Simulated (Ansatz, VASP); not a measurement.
## CaB6 in VASP and in Ansatz

Contents of POSCAR:

```
CaB6
1.0
    4.1477323187      0.0000000000      0.0000000000
    0.0000000000      4.1477323187      0.0000000000
    0.0000000000      0.0000000000      4.1477323187
Ca B
1 6
Direct
    0.5000000000      0.5000000000      0.5000000000
    0.0000000000      0.0000000000      0.2982058814
    0.0000000000      0.0000000000      0.7017941186
    0.2982058814      0.0000000000      0.0000000000
    0.7017941186      0.0000000000      0.0000000000
    0.0000000000      0.2982058814      0.0000000000
    0.0000000000      0.7017941186      0.0000000000
```

INCAR.step1

```
SYSTEM = CaB6
ALGO = Normal ; EDIFF = 1E-4
ENCUT = 520 ; GGA = PE
ISMEAR = 0 ; LASPH = .TRUE.
LCHARG = .FALSE. ; LREAL = .FALSE.
LWAVE = .TRUE. ; NBANDS = 23
NELM = 80 ; PREC = Accurate
SIGMA = 0.01
```

INCAR.step2

```
SYSTEM = CaB6
ALGO = Normal ; EDIFF = 1E-7
ENCUT = 520 ; ISIF = 2
ISMEAR = 0 ; ISTART = 1
LASPH = .TRUE. ; LCHARG = .FALSE.
LMIXTAU = .TRUE. ; LREAL = .FALSE.
LWAVE = .FALSE. ; METAGGA = R2SCAN
NBANDS = 23 ; NELM = 80
PREC = Accurate ; SIGMA = 0.01
```

Contents of KPOINTS:

```
k-points
0
G
  8 8 8
  0 0 0
```

Input for Ansatz:

```yaml
crystal:
  lattice:
    - [4.1477323187, 0.0, 0.0]
    - [0.0, 4.1477323187, 0.0]
    - [0.0, 0.0, 4.1477323187]
  atoms:
    - { symbol: Ca, position: [0.5, 0.5, 0.5] }
    - { symbol: B, position: [0.0, 0.0, 0.2982058814] }
    - { symbol: B, position: [0.0, 0.0, 0.7017941186] }
    - { symbol: B, position: [0.2982058814, 0.0, 0.0] }
    - { symbol: B, position: [0.7017941186, 0.0, 0.0] }
    - { symbol: B, position: [0.0, 0.2982058814, 0.0] }
    - { symbol: B, position: [0.0, 0.7017941186, 0.0] }
basis:
  ecutwfc: 500
kpoints:
  mp_grid: { grid: [8, 8, 8] }
  band_path:
    path:
      - [[0.0, 0.0, 0.0], [0.0, 0.5, 0.0], [0.5, 0.5, 0.0], [0.0, 0.0, 0.0], [0.5, 0.5, 0.5], [0.0, 0.5, 0.0]]
      - [[0.5, 0.5, 0.5], [0.5, 0.5, 0.0]]
    npoints: 14
hamiltonian:
  xc: r2scan
scf:
  occupations: { method: gaussian, width: 0.01 }
  n_extra_bands: 17
output:
  forces: true
  stress: true
  eigenvalues: true
  populations: true
  dos: { projected: true, de: 0.02, nscf_kmesh: { grid: [12, 12, 12] } }
  bader: true
```

Alike in both runs: task single point; functional r2SCAN; k mesh 8 × 8 × 8; occupations gaussian, width 0.01 eV; no spin polarisation.

|  | VASP | Ansatz |
| --- | --- | --- |
| version | VASP 6.6.1 | Ansatz 0.2.0 |
| potentials or method | VASP PAW PBE potentials, release 64 (Ca_sv, B), cutoff 520 eV | scalar-relativistic, plane waves, PAW |
| valence electrons in the cell | 28 | 28 |

```csv
,VASP,Ansatz,Ansatz less VASP
gap on the k mesh at the Fermi level (eV),0.06,0.07,+0.004
least direct gap on the mesh (eV),0.06,0.07,+0.004
pressure (GPa),-1.0,-1.3,-0.27
rms of the force components (eV/Å),0.025,0.037,+0.0126
```

VASP's potentials were made for PBE, not for r2SCAN. Atom by atom the forces differ by 0.013 eV/Å (rms over components).
